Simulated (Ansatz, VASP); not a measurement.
# SnS: VASP beside Ansatz

```
Sn S
1.0
    11.39202    0.00000    0.00000
     0.00000    3.95686    0.00000
     0.00000    0.00000    4.53281
Sn S
4 4
Direct
  0.62163 0.25000 0.36954
  0.37837 0.75000 0.63046
  0.87837 0.75000 0.86954
  0.12163 0.25000 0.13046
  0.34750 0.25000 0.01060
  0.65250 0.75000 0.98940
  0.15250 0.75000 0.51060
  0.84750 0.25000 0.48940
```

Alike in both runs: task electric field gradients; functional r2SCAN; k mesh 3 × 8 × 7; occupations fermi-dirac, width 0.01 eV; no spin polarisation.

|  | VASP | Ansatz |
| --- | --- | --- |
| version | VASP 6.6.1 | Ansatz 0.2.0 |
| potentials or method | VASP PAW PBE potentials, release 64 (Sn_d, S) | plane-wave PAW, scalar-relativistic |
| plane-wave cutoff (eV) | 440 | 500 |
| valence electrons in the cell | 80 | 80 |

```csv
,VASP,Ansatz,Ansatz less VASP
gap on the k mesh at the Fermi level (eV),1.22,1.22,0.000
pressure (GPa),0.0,0.0,-0.02
rms of the force components (eV/Å),0.012,0.015,+0.0029
size of Vzz on the site where it differs most (V/Å²),133.1,137.9,+4.80
```

VASP's potentials were made for PBE, not for r2SCAN. Atom by atom the forces differ by 0.007 eV/Å (rms over components).
